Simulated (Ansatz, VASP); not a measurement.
**One calculation of BaTiO3, two programs**

```
Ba Ti O
1.0
     3.90442    0.00000    0.00000
     0.00000    2.78031    2.84580
     0.00000   -2.78031    2.84580
Ba Ti O
1 1 3
Direct
  0.00000 0.00000 0.00000
  0.50000 0.50790 0.50790
  0.00000 0.49210 0.49210
  0.50000 0.50251 0.99371
  0.50000 0.99371 0.50251
```

Change from the starting cell: equal xx and yy strain of -2 %, crystal datasets.

Alike in both runs: task electric field gradients; functional PBEsol; k mesh 8 × 8 × 8; occupations fermi-dirac, width 0.05 eV; no spin polarisation.

|  | VASP | Ansatz |
| --- | --- | --- |
| version | VASP 6.6.1 | Ansatz 0.2.0 |
| potentials or method | VASP PAW PBE potentials, release 64 (Ba_sv, Ti_sv, O), cutoff 520 eV | all-electron PAW with datasets made for the crystal, scalar-relativistic |

|  | VASP | Ansatz | Ansatz less VASP |
| --- | --- | --- | --- |
| pressure (GPa) | 4.9 | 2.8 | -2.09 |
| traceless stress, the component that is largest in VASP (GPa) | -4.20 | -4.08 | +0.119 |
| rms of the force components (eV/Å) | 0.071 | 0.073 | +0.0026 |
| size of Vzz on the site where it differs most (V/Å²) | 14.4 | 13.5 | -0.86 |

VASP's potentials were made for PBE, not for PBEsol. Atom by atom the forces differ by 0.009 eV/Å (rms over components). Ansatz ran all-electron here, and VASP with PAW potentials.

Spin-orbit coupling is off throughout.
